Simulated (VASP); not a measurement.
SiO2 (Stishovite), 6 atoms in the cell. It takes space group P4_2/mnm (No. 136, tetragonal). The conventional cell has a = 4.279 Å, b = 4.279 Å, c = 2.730 Å, α = 90.00°, β = 90.00°, γ = 90.00°. Within 2.4 Å of Si (site symmetry mmm) lie 6 O at 1.80 to 1.85 Å. Within 2.4 Å of O (site symmetry m2m) lie 3 Si at 1.80 to 1.85 Å and 1 O at 2.35 Å. 

```yaml
Program: VASP 6.6.1
Task: single point
Functional: PBE
Potentials_or_basis: VASP PAW PBE potentials, release 64 (Si, O)
Cutoff: 520 eV
k_mesh: 6 × 6 × 8
Occupations: fermi-dirac, width 0.1 eV
Spin: no spin polarisation
Dipole_correction: no
Further_INCAR_settings: ALGO = Normal; EDIFF = 1e-06; NBANDS = 25
```

Potentials or basis: VASP PAW PBE potentials, release 64 (Si, O).

The run is started by

```sh
$ cat potpaw_PBE.64/Si/POTCAR potpaw_PBE.64/O/POTCAR > POTCAR
$ mpirun -np 1 vasp_std > vasp.out
```

Hardware: 1 thread of AMD EPYC 9R45 96-Core Processor (Zen 5) (shared host).

Q: How long does it take, and how much memory?

A: Run time: 26 s on 1 thread of AMD EPYC 9R45 96-Core Processor (Zen 5), on a shared host, peak memory 0.15 GiB. Counts: scf iterations 13, k points 50.
